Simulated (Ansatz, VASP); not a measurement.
One calculation of Ru, two programs

The input INCAR:

```
SYSTEM = Ru
PREC = Accurate
ENCUT = 520
EDIFF = 1E-7
ISMEAR = -1
SIGMA = 0.05
LREAL = .False.
LASPH = .True.
NELM = 100
ALGO = Normal
ISIF = 2
LWAVE = .False.
LCHARG = .True.
GGA = CA
LELF = .True.
LVHAR = .True.
NBANDS = 21
```

File KPOINTS:

```
Automatic mesh
0
Gamma
  18 18 10
  0 0 0
```

File POSCAR:

```
Ru
1.0
    2.6171674530      0.0000000000      0.0000000000
   -1.3085837266      2.2665335003      0.0000000000
    0.0000000000      0.0000000000      4.1471747587
Ru
2
Direct
    0.3333333333      0.6666666667      0.2500000000
    0.6666666667      0.3333333333      0.7500000000
```

Input for Ansatz:

```yaml
crystal:
  lattice:
    - [2.617167453, 0.0, 0.0]
    - [-1.3085837266, 2.2665335003, 0.0]
    - [0.0, 0.0, 4.1471747587]
  atoms:
    - { symbol: Ru, position: [0.3333333333, 0.6666666667, 0.25] }
    - { symbol: Ru, position: [0.6666666667, 0.3333333333, 0.75] }
kpoints:
  mp_grid: { grid: [18, 18, 10] }
scf:
  occupations: { method: fermi_dirac, width: 0.05 }
hamiltonian:
  xc: lda
  pseudopotentials: { kind: paw }
output:
  forces: true
  stress: true
  eigenvalues: true
  populations: true
```

Change from the starting cell: volume scaled by 0.94, PAW files.

Alike in both runs: task single point; functional LDA; k mesh 18 × 18 × 10; occupations fermi-dirac, width 0.05 eV; no spin polarisation.

|  | VASP | Ansatz |
| --- | --- | --- |
| version | VASP 6.6.1 | Ansatz 0.2.0 |
| potentials or method | VASP PAW LDA potentials, release 64 (Ru_pv) | PAW with Ansatz's default frozen-core files, scalar-relativistic |
| plane-wave cutoff (eV) | 520 | 420 |
| valence electrons in the cell | 28 | 32 |

Ansatz gave:

| Item | Value |
| --- | --- |
| pressure (GPa) | 26.2 |
| traceless stress, the component that is largest in VASP (GPa) | 0.00 |

Estimate VASP's values.

pressure (GPa): 27.6; traceless stress, the component that is largest in VASP (GPa): 0.09.

LDA's correlation is that of Perdew and Zunger in VASP and of Perdew and Wang (1992) in Ansatz. VASP's potentials hold 28 valence electrons a cell and Ansatz's 32, so a difference there can come from the potentials and not from the codes.
